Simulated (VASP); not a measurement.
# MgO (P6_3/mmc) in VASP: notebook

MgO is run at these levels: PBE; tasks: single point.

Program: VASP 6.6.1. These are calculated values, not measurements. Logs are shortened: lines on timing, memory, paths and dates and some standing lists are left out, and cuts for length are marked.

### Step 1. The cell of the first run

Symmetry: P6_3/mmc, No. 194, hexagonal system. Conventional cell: a = 3.591 Å, b = 3.591 Å, c = 4.115 Å, α = 90.00°, β = 90.00°, γ = 120.00°. Within 2.7 Å of Mg (site symmetry -6m2) lie 5 O at 2.06 to 2.07 Å. O (site symmetry -6m2) has 5 Mg at 2.06 to 2.07 Å within 2.7 Å.

### Step 2. Single point, PBE (strain +0.030 along x and y, -0.015 along z)

The input, INCAR:

```
SYSTEM = MgO
PREC = Accurate ; ENCUT = 520
EDIFF = 1E-6 ; ISMEAR = 0
SIGMA = 0.05 ; LREAL = .FALSE.
LASPH = .TRUE. ; NELM = 60
ALGO = Normal ; ISIF = 2
LWAVE = .FALSE. ; LCHARG = .FALSE.
GGA = PE ; NBANDS = 16
```

The input, KPOINTS:

```
regular mesh
0
G
  6 6 6
  0 0 0
```

The input, POSCAR:

```
MgO
1.0
    3.5909691986      0.0000000000      0.0000000000
   -1.7954845993      3.1098705502      0.0000000000
    0.0000000000      0.0000000000      4.1153706017
Mg O
2 2
Direct
    0.6666666667      0.3333333333      0.7500000000
    0.3333333333      0.6666666667      0.2500000000
    0.6666666667      0.3333333333      0.2500000000
    0.3333333333      0.6666666667      0.7500000000
```

Potentials or basis: VASP PAW PBE potentials, release 64 (Mg, O).

Started as:

```sh
$ cat potpaw_PBE.64/Mg/POTCAR potpaw_PBE.64/O/POTCAR > POTCAR
$ mpirun -np 1 vasp_std > vasp.out
```

OUTCAR:

```text
SYSTEM = MgO
   PREC = Accurate
   ENCUT = 520
   EDIFF = 1E-6
   ISMEAR = 0
   LREAL = .FALSE.
   LASPH = .TRUE.
   NELM = 60
   ISIF = 2
   GGA = PE

 ion  position               nearest neighbor table
   1  0.667  0.333  0.750-   3 2.06   3 2.06   4 2.07   4 2.07   4 2.07   2 2.92   2 2.92   2 2.92
                             2 2.92   2 2.92   2 2.92
   2  0.333  0.667  0.250-   4 2.06   4 2.06   3 2.07   3 2.07   3 2.07   1 2.92   1 2.92   1 2.92
                             1 2.92   1 2.92   1 2.92
   3  0.667  0.333  0.250-   1 2.06   1 2.06   2 2.07   2 2.07   2 2.07
   4  0.333  0.667  0.750-   2 2.06   2 2.06   1 2.07   1 2.07   1 2.07

  LATTYP: Found a hexagonal cell.
 ALAT       =     3.5909691986
 C/A-ratio  =     1.1460333893

  Lattice vectors:

 A1 = (   3.5909691986,   0.0000000000,   0.0000000000)
 A2 = (  -1.7954845993,   3.1098705502,   0.0000000000)
 A3 = (   0.0000000000,   0.0000000000,   4.1153706017)

Analysis of symmetry for initial positions (statically):
=====================================================================
 Subroutine PRICEL returns:
 Original cell was already a primitive cell.

 Routine SETGRP: Setting up the symmetry group for a
 hexagonal supercell.

 Subroutine GETGRP returns: Found 24 space group operations
 (whereof 12 operations were pure point group operations)
 out of a pool of 24 trial point group operations.

The static configuration has the point symmetry D_3d.
 The point group associated with its full space group is D_6h.

Analysis of symmetry for dynamics (positions and initial velocities):
=====================================================================
 Subroutine PRICEL returns:
 Original cell was already a primitive cell.

 Routine SETGRP: Setting up the symmetry group for a
 hexagonal supercell.

 Subroutine GETGRP returns: Found 24 space group operations
 (whereof 12 operations were pure point group operations)
 out of a pool of 24 trial point group operations.

The dynamic configuration has the point symmetry D_3d.
 The point group associated with its full space group is D_6h.

 Subroutine INISYM returns: Found 24 space group operations
 (whereof 12 operations are pure point group operations),
 and found     1 'primitive' translations

----------------------------------------------------------------------------------------

                                     Primitive cell

  volume of cell :      45.9582

  direct lattice vectors                    reciprocal lattice vectors
     3.590969199  0.000000000  0.000000000     0.278476351  0.160778396  0.000000000
    -1.795484599  3.109870550  0.000000000     0.000000000  0.321556793  0.000000000
     0.000000000  0.000000000  4.115370602     0.000000000  0.000000000  0.242991482

  length of vectors
     3.590969199  3.590969199  4.115370602     0.321556793  0.321556793  0.242991482

  position of ions in fractional coordinates (direct lattice)
     0.666666667  0.333333333  0.750000000
     0.333333333  0.666666667  0.250000000
     0.666666667  0.333333333  0.250000000
     0.333333333  0.666666667  0.750000000

  ion indices of the primitive-cell ions
   primitive index   ion index
                 1           1
                 2           2
                 3           3
                 4           4

----------------------------------------------------------------------------------------

 KPOINTS: regular mesh

Automatic generation of k-mesh.
 Grid dimensions read from file:
 generate k-points for:    6    6    6

 Generating k-lattice:

  Cartesian coordinates                     Fractional coordinates (reciprocal lattice)
     0.046412725  0.026796399  0.000000000     0.166666667  0.000000000  0.000000000
     0.000000000  0.053592799  0.000000000     0.000000000  0.166666667  0.000000000
     0.000000000  0.000000000  0.040498580     0.000000000  0.000000000  0.166666667

  Length of vectors
     0.053592799  0.053592799  0.040498580

  Shift w.r.t. Gamma in fractional coordinates (k-lattice)
     0.000000000  0.000000000  0.000000000

 Subroutine IBZKPT returns following result:
 ===========================================

 Found     28 irreducible k-points:

 Following reciprocal coordinates:
            Coordinates               Weight
  0.000000  0.000000  0.000000      1.000000
  0.166667 -0.000000  0.000000      6.000000
  0.333333 -0.000000  0.000000      6.000000
  0.500000 -0.000000  0.000000      3.000000
  0.166667  0.166667  0.000000      6.000000
  0.333333  0.166667  0.000000     12.000000
[... 16 lines left out ...]
  0.166667 -0.000000  0.500000      6.000000
  0.333333 -0.000000  0.500000      6.000000
 [... further k-points ...]
   k-points           NKPTS =     28   k-points in BZ     NKDIM =     28   number of bands    NBANDS=     16
   number of dos      NEDOS =    301   number of ions     NIONS =      4
   total plane-waves  NPLWV =  25088
   dimension x,y,z NGX =    28 NGY =   28 NGZ =   32
   dimension x,y,z NGXF=    56 NGYF=   56 NGZF=   64
   ions per type =               2   2
   NGX,Y,Z   is equivalent  to a cutoff of  12.96, 12.96, 12.93 a.u.
   NGXF,Y,Z  is equivalent  to a cutoff of  25.93, 25.93, 25.85 a.u.
 SYSTEM =  MgO
   PREC   = accura    normal or accurate (medium, high low for compatibility)
   ISTART =      0    job   : 0-new  1-cont  2-samecut
   ICHARG =      2    charge: 1-file 2-atom 10-const
   ISPIN  =      1    spin polarized calculation?
   LNONCOLLINEAR =      F non collinear calculations
   LSORBIT =      F    spin-orbit coupling
   LASPH  =      T    aspherical Exc in radial PAW
   ENCUT  =  520.0 eV  38.22 Ry    6.18 a.u.   6.68  6.68  7.65*2*pi/ulx,y,z
   NELM   =     60;   NELMIN=  2; NELMDL= -5     # of ELM steps
   EDIFF  = 0.1E-05   stopping-criterion for ELM
   LREAL  =      F    real-space projection
   EDIFFG = 0.1E-04   stopping-criterion for IOM
   NSW    =      0    number of steps for IOM
   IBRION =     -1    ionic relax: 0-MD 1-quasi-New 2-CG
   NFREE  =      0    steps in history (QN), initial steepest desc. (CG)
   ISIF   =      2    stress and relaxation
   ISYM   =      2    0-nonsym 1-usesym 2-fastsym
   POTIM  = 0.5000    time-step for ionic-motion
   TEBEG  =    0.0;   TEEND  =   0.0 temperature during run
   PSTRESS=    0.0 pullay stress
   NELECT =      16.0000    total number of electrons
   NUPDOWN=      -1.0000    fix difference up-down
   EMIN   =  10.00;   EMAX   =-10.00  energy-range for DOS
   EFERMI =   0.00;   METHOD = LEGACY
   ISMEAR =     0;   SIGMA  =   0.05  broadening in eV -4-tet -1-fermi 0-gaus
   EFERMI_NEDOS =   21; number of points for ismear=-14 and -15
   IALGO  =     38    algorithm
   IMIX   =      4    mixing-type and parameters
     AMIX     =   0.40;   BMIX     =  1.00
     AMIX_MAG =   1.60;   BMIX_MAG =  1.00
  volume/ion in A,a.u.               =      11.49        77.54
  Fermi-wavevector in a.u.,A,eV,Ry     =   1.151668  2.176336 18.045930  1.326338
  Thomas-Fermi vector in A             =   2.288324
   LORBIT       =      0    0 simple, 1 ext, 2 COOP (PROOUT), +10 PAW based schemes
   GGA     = PE    functional components
   LHFCALC =     F    Hartree Fock is set to
   AEXX    =    0.0000 exact exchange contribution
   IVDW    =     0    specifies the selected vdW correction
   LEPSILON=     F    determine dielectric tensor
   LRPA    =     F    only Hartree local field effects (RPA)
 non-spin polarized calculation
 Gauss-broadening in eV      SIGMA  =   0.05
  energy-cutoff  :      520.00
  volume of cell :       45.96
 maximum number of plane-waves:      1264
 NGX is ok and might be reduce to    28
   NGX = 13   NGY = 13   NGZ = 15

 number of electron      16.0000005 magnetization

 Free energy of the ion-electron system (eV)
  ---------------------------------------------------
  ext. energy  EPLUGINS =         0.00000000
  ---------------------------------------------------
  free energy    TOTEN  =       -23.63841494 eV

  energy without entropy =      -23.63841494  energy(sigma->0) =      -23.63841494

 E-fermi :   1.9442     XC(G=0):  -9.8650

 val. band max:        1.6346190152   @ k =   0.0000   0.0000   0.0000
 cond. band min:       4.9189781792   @ k =   0.0000   0.0000   0.0000
 fundamental gap:      3.2843591640
 Fermi energy:         1.9441583043

 k-point     1 :       0.0000    0.0000    0.0000
  band No.  band energies     occupation
      1     -15.0543      2.00000
      2     -13.7008      2.00000
      3      -1.6937      2.00000
      4      -0.0143      2.00000
      5      -0.0143      2.00000
      6       1.0080      2.00000
[... 8 lines left out ...]
     15      16.8115      0.00000
     16      16.9848      0.00000

 k-point     2 :       0.1667   -0.0000    0.0000
  band No.  band energies     occupation
      1     -14.9350      2.00000
      2     -13.7367      2.00000
      3      -1.5005      2.00000
      4      -0.4028      2.00000
      5      -0.2039      2.00000
      6       0.5007      2.00000
[... 8 lines left out ...]
     15      16.0214      0.00000
     16      16.3410      0.00000

 k-point     3 :       0.3333   -0.0000    0.0000
  band No.  band energies     occupation
      1     -14.6432      2.00000
      2     -13.8596      2.00000
      3      -1.2665      2.00000
      4      -0.9884      2.00000
      5      -0.4948      2.00000
      6       0.0812      2.00000
[... 8 lines left out ...]
     15      15.1774      0.00000
     16      16.3184      0.00000
[... 362 lines left out ...]
 k-point    23 :       0.1667   -0.0000    0.5000
  band No.  band energies     occupation
      1     -14.3090      2.00000
      2     -14.3090      2.00000
      3      -1.1377      2.00000
      4      -1.1377      2.00000
      5       0.4149      2.00000
      6       0.4149      2.00000
[... 8 lines left out ...]
     15      17.4483      0.00000
     16      17.4483      0.00000

 k-point    24 :       0.3333   -0.0000    0.5000
  band No.  band energies     occupation
      1     -14.1935      2.00000
      2     -14.1935      2.00000
      3      -1.7720      2.00000
      4      -1.7720      2.00000
      5       0.2933      2.00000
      6       0.2933      2.00000
[... 8 lines left out ...]
     15      16.6143      0.00000
     16      16.6143      0.00000

 [... further k-points ...]

------------------------ aborting loop because EDIFF is reached ----------------------------------------

  FORCE on cell =-STRESS in cart. coord.  units (eV):
  Direction    XX          YY          ZZ          XY          YZ          ZX
  --------------------------------------------------------------------------------------
  -------------------------------------------------------------------------------------
  Total       -0.9992020     -0.9992020      1.2160986      0.0000000     -0.0000000      0.0000000
  in kB      -34.8338075    -34.8338075     42.3951753      0.0000000     -0.0000000      0.0000000
  external PRESSURE =      -9.0908132 kB  Pullay stress =       0.0000000 kB

 VOLUME and BASIS-vectors are now :
 -----------------------------------------------------------------------------
  energy-cutoff  :      520.00
  volume of cell :       45.96
      direct lattice vectors                 reciprocal lattice vectors
     3.590969199  0.000000000  0.000000000     0.278476351  0.160778396  0.000000000
    -1.795484599  3.109870550  0.000000000     0.000000000  0.321556793  0.000000000
     0.000000000  0.000000000  4.115370602     0.000000000  0.000000000  0.242991482

 POSITION                                       TOTAL-FORCE (eV/Angst)
 -----------------------------------------------------------------------------------
      1.79548      1.03662      3.08653        -0.000000      0.000000      0.000000
     -0.00000      2.07325      1.02884         0.000000     -0.000000      0.000000
      1.79548      1.03662      1.02884        -0.000000      0.000000      0.000000
     -0.00000      2.07325      3.08653         0.000000     -0.000000      0.000000
 -----------------------------------------------------------------------------------
    total drift:                               -0.000000      0.000000     -0.000000

  FREE ENERGIE OF THE ION-ELECTRON SYSTEM (eV)
  ---------------------------------------------------
  free  energy   TOTEN  =       -23.6384149352 eV

  energy  without entropy=      -23.6384149352  energy(sigma->0) =      -23.63841494
```

It took 8.7 s on 1 thread of Intel Xeon 6975P-C (Granite Rapids), shared host; peak memory 0.17 GiB.

Results:

| Quantity | Value |
| --- | --- |
| Free energy | -23.6384 eV |
| Pressure | -0.9 GPa |
| Band gap on the k mesh | 3.28 eV, direct |

Levels at points of the mesh, in eV from the valence-band top:
```csv
k point,band 4,band 5,band 6,band 7,band 8,band 9,band 10,band 11,band 12,band 13
"(0.00, 0.00, 0.00)",-1.65,-1.65,-0.63,-0.63,0.00,3.28,9.38,12.04,12.04,12.39
"(0.50, 0.00, 0.00)",-2.25,-2.19,-1.68,-1.19,-0.32,6.84,8.78,10.14,11.69,12.93
"(0.00, 0.00, 0.50)",-2.31,-1.16,-1.16,-1.16,-1.16,6.35,6.35,12.40,12.40,12.40
"(0.50, 0.00, 0.50)",-3.67,-1.40,-1.40,-0.66,-0.66,7.26,7.26,11.60,11.60,13.66
```

Caveat: the cell differs from its parent crystal (strain +0.030 along x and y, -0.015 along z).

### Step 3. Single point, PBE (strain +0.030 along x and y, +0.030 along z)

The input, INCAR:

```
SYSTEM = MgO
PREC = Accurate
ENCUT = 520
EDIFF = 1E-6
ISMEAR = 0
SIGMA = 0.05
LREAL = .False.
LASPH = .True.
NELM = 100
ALGO = Normal
ISIF = 2
LWAVE = .False.
LCHARG = .False.
GGA = PE
NBANDS = 16
```

The input, KPOINTS:

```
Automatic mesh
0
Gamma
  6 6 6
  0 0 0
```

Edit POSCAR of step 2 so:

```diff
@@ -4,3 +4,3 @@
    -1.7954845993      3.1098705502      0.0000000000
-    0.0000000000      0.0000000000      4.1153706017
+    0.0000000000      0.0000000000      4.3033824566
 Mg O
```

Potentials or basis: VASP PAW PBE potentials, release 64 (Mg, O).

Started as:

```sh
$ cat potpaw_PBE.64/Mg/POTCAR potpaw_PBE.64/O/POTCAR > POTCAR
$ mpirun -np 1 vasp_std > vasp.out
```

OUTCAR:

```text
SYSTEM = MgO
   PREC = Accurate
   ENCUT = 520
   EDIFF = 1E-6
   ISMEAR = 0
   LREAL = .False.
   LASPH = .True.
   NELM = 100
   ISIF = 2
   GGA = PE

 ion  position               nearest neighbor table
   1  0.667  0.333  0.750-   4 2.07   4 2.07   4 2.07   3 2.15   3 2.15   2 2.99   2 2.99   2 2.99
                             2 2.99   2 2.99   2 2.99
   2  0.333  0.667  0.250-   3 2.07   3 2.07   3 2.07   4 2.15   4 2.15   1 2.99   1 2.99   1 2.99
                             1 2.99   1 2.99   1 2.99
   3  0.667  0.333  0.250-   2 2.07   2 2.07   2 2.07   1 2.15   1 2.15
   4  0.333  0.667  0.750-   1 2.07   1 2.07   1 2.07   2 2.15   2 2.15

[... 661 lines left out ...]
  -------------------------------------------------------------------------------------
  Total       -1.9748215     -1.9748215     -1.9574076      0.0000000     -0.0000000      0.0000000
  in kB      -65.8376746    -65.8376746    -65.2571217      0.0000000     -0.0000000      0.0000000
  external PRESSURE =     -65.6441569 kB  Pullay stress =       0.0000000 kB

 VOLUME and BASIS-vectors are now :
 -----------------------------------------------------------------------------
  energy-cutoff  :      520.00
  volume of cell :       48.06
      direct lattice vectors                 reciprocal lattice vectors
     3.590969199  0.000000000  0.000000000     0.278476351  0.160778396  0.000000000
    -1.795484599  3.109870550  0.000000000     0.000000000  0.321556793  0.000000000
     0.000000000  0.000000000  4.303382457     0.000000000  0.000000000  0.232375349

 POSITION                                       TOTAL-FORCE (eV/Angst)
 -----------------------------------------------------------------------------------
      1.79548      1.03662      3.22754        -0.000000     -0.000000     -0.000000
     -0.00000      2.07325      1.07585         0.000000      0.000000     -0.000000
      1.79548      1.03662      1.07585         0.000000     -0.000000      0.000000
     -0.00000      2.07325      3.22754        -0.000000      0.000000      0.000000
 -----------------------------------------------------------------------------------
    total drift:                               -0.000000      0.000000     -0.000000

  FREE ENERGIE OF THE ION-ELECTRON SYSTEM (eV)
  ---------------------------------------------------
  free  energy   TOTEN  =       -23.6188848142 eV

  energy  without entropy=      -23.6188848142  energy(sigma->0) =      -23.61888481
```

It took 8.3 s on 1 thread of Intel Xeon 6975P-C (Granite Rapids), shared host; peak memory 0.16 GiB.

What came out:

```yaml
Free_energy: -23.6189 eV
Pressure: -6.6 GPa
Band_gap_on_the_k_mesh: 3.00 eV, direct
```

Levels at points of the mesh, in eV from the valence-band top:
| k point | band 4 | band 5 | band 6 | band 7 | band 8 | band 9 | band 10 | band 11 | band 12 | band 13 |
| --- | --- | --- | --- | --- | --- | --- | --- | --- | --- | --- |
| (0.00, 0.00, 0.00) | -1.57 | -1.57 | -0.70 | -0.70 | 0.00 | 3.00 | 8.77 | 11.56 | 11.95 | 11.95 |
| (0.50, 0.00, 0.00) | -2.16 | -2.14 | -1.83 | -1.17 | -0.47 | 6.74 | 8.21 | 9.60 | 11.10 | 12.64 |
| (0.00, 0.00, 0.50) | -2.26 | -1.15 | -1.15 | -1.15 | -1.15 | 5.99 | 5.99 | 12.31 | 12.31 | 12.31 |
| (0.50, 0.00, 0.50) | -3.56 | -1.39 | -1.39 | -0.71 | -0.71 | 7.01 | 7.01 | 11.01 | 11.01 | 13.38 |

Caveat: the cell differs from its parent crystal (strain +0.030 along x and y, +0.030 along z).

### Step 4. Single point, PBE (strain +0.030 along x and y, +0.015 along z)

The input, INCAR:

```
SYSTEM = MgO
PREC = Accurate
ENCUT = 520
EDIFF = 1E-7
ISMEAR = 0
SIGMA = 0.05
LREAL = .FALSE.
LASPH = .TRUE.
NELM = 60
ALGO = Normal
ISIF = 2
LWAVE = .FALSE.
LCHARG = .FALSE.
GGA = PE
NBANDS = 16
```

The input, KPOINTS:

```
regular mesh
0
G
  6 6 6
  0 0 0
```

Edit POSCAR of step 3 so:

```diff
@@ -4,3 +4,3 @@
    -1.7954845993      3.1098705502      0.0000000000
-    0.0000000000      0.0000000000      4.3033824566
+    0.0000000000      0.0000000000      4.2407118383
 Mg O
```

Started as:

```sh
$ cat potpaw_PBE.64/Mg/POTCAR potpaw_PBE.64/O/POTCAR > POTCAR
$ mpirun -np 1 vasp_std > vasp.out
```

Run time: 8.9 s. Hardware: 1 thread of Intel Xeon 6975P-C (Granite Rapids), shared host; peak memory 0.16 GiB.

Results (log left out):

```yaml
Free_energy: -23.6405 eV
Pressure: -4.9 GPa
Band_gap_on_the_k_mesh: 3.09 eV, direct
```

Stress tensor (GPa, compression positive):
```
-5.62  0.00  0.00
 0.00 -5.62  0.00
 0.00  0.00 -3.60
```

Levels at points of the mesh, in eV from the valence-band top:
```tsv
k point	band 4	band 5	band 6	band 7	band 8	band 9	band 10	band 11	band 12	band 13
(0.00, 0.00, 0.00)	-1.59	-1.59	-0.67	-0.67	0.00	3.09	8.96	11.83	11.98	11.98
(0.50, 0.00, 0.00)	-2.17	-2.17	-1.78	-1.18	-0.42	6.77	8.39	9.77	11.29	12.73
(0.00, 0.00, 0.50)	-2.28	-1.15	-1.15	-1.15	-1.15	6.11	6.11	12.34	12.34	12.34
(0.50, 0.00, 0.50)	-3.60	-1.39	-1.39	-0.69	-0.69	7.09	7.09	11.20	11.20	13.47
```

Caveat: the cell differs from its parent crystal (strain +0.030 along x and y, +0.015 along z).

### Step 5. The runs side by side

```tsv
cell	gap on the mesh (eV)	pressure (GPa)
a = 3.591, b = 3.591, c = 4.115 Å, angles 90.0, 90.0, 120.0°, 4 atoms	3.28	-0.9
a = 3.591, b = 3.591, c = 4.303 Å, angles 90.0, 90.0, 120.0°, 4 atoms	3.00	-6.6
a = 3.591, b = 3.591, c = 4.241 Å, angles 90.0, 90.0, 120.0°, 4 atoms	3.09	-4.9
```

Alike in all rows: task single point; level PBE; potentials or basis VASP PAW PBE potentials, release 64 (Mg, O); no spin polarisation; k mesh 6 × 6 × 6; cutoff (eV) 520; smearing gaussian 0.05 eV.

Total energies depend on the potentials used, so only differences within one code and one set of settings carry meaning.
